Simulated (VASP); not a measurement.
# Ag (Fm-3m) in VASP: a series of runs

The runs below take Ag through single point, with PBE.

Everything below comes from runs of VASP 6.6.1. Logs are shortened: lines on timing, memory, paths and dates and some standing lists are left out, and cuts for length are marked.

## 1. The cell of the first run

It takes space group Fm-3m (No. 225, cubic). The conventional cell has a = 4.134 Å, b = 4.134 Å, c = 4.134 Å, α = 90.00°, β = 90.00°, γ = 90.00°. Within 3.9 Å of Ag (site symmetry m-3m) lie 12 Ag at 2.92 Å.

## 2. Single point, PBE

Contents of INCAR:

```
SYSTEM = Ag
PREC = Accurate
ENCUT = 520
EDIFF = 1E-7
ISMEAR = 0
SIGMA = 0.05
LREAL = .False.
LASPH = .True.
NELM = 80
ALGO = Fast
ISIF = 2
LWAVE = .False.
LCHARG = .False.
GGA = PE
NBANDS = 12
```

Contents of KPOINTS:

```
Automatic mesh
0
Gamma
  8 8 8
  0 0 0
```

Contents of POSCAR:

```
Ag
1.0
    0.0000000000      2.0670121753      2.0670121753
    2.0670121753      0.0000000000      2.0670121753
    2.0670121753      2.0670121753      0.0000000000
Ag
1
Direct
    0.0000000000      0.0000000000      0.0000000000
```

Potentials or basis: VASP PAW PBE potentials, release 64 (Ag).

Launch:

```sh
> cat potpaw_PBE.64/Ag/POTCAR > POTCAR
> mpirun -np 1 vasp_std > vasp.out
```

OUTCAR:

```text
SYSTEM = Ag
   PREC = Accurate
   ENCUT = 520
   EDIFF = 1E-7
   ISMEAR = 0
   LREAL = .False.
   LASPH = .True.
   NELM = 80
   ISIF = 2
   GGA = PE

 ion  position               nearest neighbor table
   1  0.000  0.000  0.000-

  LATTYP: Found a face centered cubic cell.
 ALAT       =     4.1340243506

  Lattice vectors:

 A1 = (   0.0000000000,   2.0670121753,   2.0670121753)
 A2 = (   2.0670121753,   0.0000000000,   2.0670121753)
 A3 = (   2.0670121753,   2.0670121753,   0.0000000000)

Analysis of symmetry for initial positions (statically):
=====================================================================
 Subroutine PRICEL returns:
 Original cell was already a primitive cell.

 Routine SETGRP: Setting up the symmetry group for a
 face centered cubic supercell.

 Subroutine GETGRP returns: Found 48 space group operations
 (whereof 48 operations were pure point group operations)
 out of a pool of 48 trial point group operations.

The static configuration has the point symmetry O_h .

Analysis of symmetry for dynamics (positions and initial velocities):
=====================================================================
 Subroutine PRICEL returns:
 Original cell was already a primitive cell.

 Routine SETGRP: Setting up the symmetry group for a
 face centered cubic supercell.

 Subroutine GETGRP returns: Found 48 space group operations
 (whereof 48 operations were pure point group operations)
 out of a pool of 48 trial point group operations.

The dynamic configuration has the point symmetry O_h .

 Subroutine INISYM returns: Found 48 space group operations
 (whereof 48 operations are pure point group operations),
 and found     1 'primitive' translations

----------------------------------------------------------------------------------------

                                     Primitive cell

  volume of cell :      17.6628

  direct lattice vectors                    reciprocal lattice vectors
     0.000000000  2.067012175  2.067012175    -0.241895043  0.241895043  0.241895043
     2.067012175  0.000000000  2.067012175     0.241895043 -0.241895043  0.241895043
     2.067012175  2.067012175  0.000000000     0.241895043  0.241895043 -0.241895043

  length of vectors
     2.923196652  2.923196652  2.923196652     0.418974505  0.418974505  0.418974505

  position of ions in fractional coordinates (direct lattice)
     0.000000000  0.000000000  0.000000000

  ion indices of the primitive-cell ions
   primitive index   ion index
                 1           1

----------------------------------------------------------------------------------------

 KPOINTS: Automatic mesh

Automatic generation of k-mesh.
 Grid dimensions read from file:
 generate k-points for:    8    8    8

 Generating k-lattice:

  Cartesian coordinates                     Fractional coordinates (reciprocal lattice)
    -0.030236880  0.030236880  0.030236880     0.125000000  0.000000000  0.000000000
     0.030236880 -0.030236880  0.030236880     0.000000000  0.125000000  0.000000000
     0.030236880  0.030236880 -0.030236880     0.000000000  0.000000000  0.125000000

  Length of vectors
     0.052371813  0.052371813  0.052371813

  Shift w.r.t. Gamma in fractional coordinates (k-lattice)
     0.000000000  0.000000000  0.000000000

 Subroutine IBZKPT returns following result:
 ===========================================

 Found     29 irreducible k-points:

 Following reciprocal coordinates:
            Coordinates               Weight
  0.000000  0.000000  0.000000      1.000000
  0.125000  0.000000  0.000000      8.000000
  0.250000  0.000000  0.000000      8.000000
  0.375000  0.000000  0.000000      8.000000
  0.500000  0.000000  0.000000      4.000000
  0.125000  0.125000  0.000000      6.000000
[... 16 lines left out ...]
  0.500000  0.250000  0.125000     48.000000
 -0.375000  0.250000  0.125000     24.000000
 [... further k-points ...]
   k-points           NKPTS =     29   k-points in BZ     NKDIM =     29   number of bands    NBANDS=     12
   number of dos      NEDOS =    301   number of ions     NIONS =      1
   total plane-waves  NPLWV =  13824
   dimension x,y,z NGX =    24 NGY =   24 NGZ =   24
   dimension x,y,z NGXF=    48 NGYF=   48 NGZF=   48
   ions per type =               1
   NGX,Y,Z   is equivalent  to a cutoff of  13.65, 13.65, 13.65 a.u.
   NGXF,Y,Z  is equivalent  to a cutoff of  27.30, 27.30, 27.30 a.u.
 SYSTEM =  Ag
   PREC   = accura    normal or accurate (medium, high low for compatibility)
   ISTART =      0    job   : 0-new  1-cont  2-samecut
   ICHARG =      2    charge: 1-file 2-atom 10-const
   ISPIN  =      1    spin polarized calculation?
   LNONCOLLINEAR =      F non collinear calculations
   LSORBIT =      F    spin-orbit coupling
   LASPH  =      T    aspherical Exc in radial PAW
   ENCUT  =  520.0 eV  38.22 Ry    6.18 a.u.   5.44  5.44  5.44*2*pi/ulx,y,z
   NELM   =     80;   NELMIN=  2; NELMDL= -5     # of ELM steps
   EDIFF  = 0.1E-06   stopping-criterion for ELM
   LREAL  =      F    real-space projection
   EDIFFG = 0.1E-05   stopping-criterion for IOM
   NSW    =      0    number of steps for IOM
   IBRION =     -1    ionic relax: 0-MD 1-quasi-New 2-CG
   NFREE  =      0    steps in history (QN), initial steepest desc. (CG)
   ISIF   =      2    stress and relaxation
   ISYM   =      2    0-nonsym 1-usesym 2-fastsym
   POTIM  = 0.5000    time-step for ionic-motion
   TEBEG  =    0.0;   TEEND  =   0.0 temperature during run
   PSTRESS=    0.0 pullay stress
   NELECT =      11.0000    total number of electrons
   NUPDOWN=      -1.0000    fix difference up-down
   EMIN   =  10.00;   EMAX   =-10.00  energy-range for DOS
   EFERMI =   0.00;   METHOD = LEGACY
   ISMEAR =     0;   SIGMA  =   0.05  broadening in eV -4-tet -1-fermi 0-gaus
   EFERMI_NEDOS =   21; number of points for ismear=-14 and -15
   IALGO  =     68    algorithm
   IMIX   =      4    mixing-type and parameters
     AMIX     =   0.40;   BMIX     =  1.00
     AMIX_MAG =   1.60;   BMIX_MAG =  1.00
  volume/ion in A,a.u.               =      17.66       119.19
  Fermi-wavevector in a.u.,A,eV,Ry     =   1.398039  2.641911 26.592773  1.954514
  Thomas-Fermi vector in A             =   2.521236
   LORBIT       =      0    0 simple, 1 ext, 2 COOP (PROOUT), +10 PAW based schemes
   GGA     = PE    functional components
   LHFCALC =     F    Hartree Fock is set to
   AEXX    =    0.0000 exact exchange contribution
   IVDW    =     0    specifies the selected vdW correction
   LEPSILON=     F    determine dielectric tensor
   LRPA    =     F    only Hartree local field effects (RPA)
 non-spin polarized calculation
 RMM-DIIS sequential band-by-band and
 Gauss-broadening in eV      SIGMA  =   0.05
  energy-cutoff  :      520.00
  volume of cell :       17.66
 maximum number of plane-waves:       531
 NGX is ok and might be reduce to    24
   NGX = 11   NGY = 11   NGZ = 11

 number of electron      10.9999999 magnetization

 Free energy of the ion-electron system (eV)
  ---------------------------------------------------
  ext. energy  EPLUGINS =         0.00000000
  ---------------------------------------------------
  free energy    TOTEN  =        -2.68887738 eV

  energy without entropy =       -2.68732957  energy(sigma->0) =       -2.68810348

 E-fermi :   7.7010     XC(G=0): -11.9991

 val. band max:        7.6629291155   @ k =   0.5000   0.2500   0.1250
 cond. band min:       8.1563763042   @ k =   0.5000   0.3750   0.1250
 fundamental gap:      0.4934471886
 Fermi energy:         7.7010204837

 k-point     1 :       0.0000    0.0000    0.0000
  band No.  band energies     occupation
      1       0.4379      2.00000
      2       3.2741      2.00000
      3       3.2741      2.00000
      4       3.2741      2.00000
      5       4.2458      2.00000
      6       4.2458      2.00000
      7      23.8939      0.00000
      8      27.2629      0.00000
      9      27.2629      0.00000
     10      27.2629      0.00000
     11      31.9832      0.00000
     12      32.9067      0.00000

 k-point     2 :       0.1250    0.0000    0.0000
  band No.  band energies     occupation
      1       0.8958      2.00000
      2       3.1935      2.00000
      3       3.3856      2.00000
      4       3.3856      2.00000
      5       4.2143      2.00000
      6       4.2143      2.00000
      7      23.2791      0.00000
      8      24.9106      0.00000
      9      27.3698      0.00000
     10      27.3698      0.00000
     11      30.9824      0.00000
     12      32.3381      0.00000

 k-point     3 :       0.2500    0.0000    0.0000
  band No.  band energies     occupation
      1       1.7780      2.00000
      2       3.4635      2.00000
      3       3.4635      2.00000
      4       3.5262      2.00000
      5       4.3647      2.00000
      6       4.3647      2.00000
      7      18.8275      0.00000
      8      24.4304      0.00000
      9      27.1485      0.00000
     10      27.1485      0.00000
     11      30.4751      0.00000
     12      30.8747      0.00000
[... 286 lines left out ...]
 k-point    23 :       0.5000    0.2500    0.1250
  band No.  band energies     occupation
      1       2.4567      2.00000
      2       2.9935      2.00000
      3       3.3188      2.00000
      4       4.0117      2.00000
      5       4.7262      2.00000
      6       7.6629      1.71869
      7      15.1159      0.00000
      8      19.4621      0.00000
      9      21.7582      0.00000
     10      26.7209      0.00000
     11      30.1314      0.00000
     12      33.4131      0.00000

 k-point    24 :      -0.3750    0.2500    0.1250
  band No.  band energies     occupation
      1       2.4029      2.00000
      2       2.8566      2.00000
      3       3.6962      2.00000
      4       3.8430      2.00000
      5       4.9238      2.00000
      6      10.2068      0.00000
      7      11.7309      0.00000
      8      20.0599      0.00000
      9      20.2890      0.00000
     10      26.1594      0.00000
     11      30.7650      0.00000
     12      34.8247      0.00000

 [... further k-points ...]
[... 5 lines left out ...]
  --------------------------------------------------------------------------------------
  -------------------------------------------------------------------------------------
  Total        0.1434545      0.1434545      0.1434545     -0.0000000     -0.0000000      0.0000000
  in kB       13.0126496     13.0126496     13.0126496     -0.0000000     -0.0000000      0.0000000
  external PRESSURE =      13.0126496 kB  Pullay stress =       0.0000000 kB

 VOLUME and BASIS-vectors are now :
 -----------------------------------------------------------------------------
  energy-cutoff  :      520.00
  volume of cell :       17.66
      direct lattice vectors                 reciprocal lattice vectors
     0.000000000  2.067012175  2.067012175    -0.241895043  0.241895043  0.241895043
     2.067012175  0.000000000  2.067012175     0.241895043 -0.241895043  0.241895043
     2.067012175  2.067012175  0.000000000     0.241895043  0.241895043 -0.241895043

 POSITION                                       TOTAL-FORCE (eV/Angst)
 -----------------------------------------------------------------------------------
      0.00000      0.00000      0.00000         0.000000      0.000000      0.000000
 -----------------------------------------------------------------------------------
    total drift:                               -0.000000      0.000000      0.000000

  FREE ENERGIE OF THE ION-ELECTRON SYSTEM (eV)
  ---------------------------------------------------
  free  energy   TOTEN  =        -2.6888773842 eV

  energy  without entropy=       -2.6873295728  energy(sigma->0) =       -2.68810348
```

Wall time 14 s (1 thread of Intel Xeon Platinum 8175M at 2.50GHz (Skylake/Cascade Lake), shared host); peak memory 0.14 GiB.

Results:

```yaml
Free_energy: -2.6889 eV
Pressure: 1.3 GPa
```

[end of part 1 of 2]
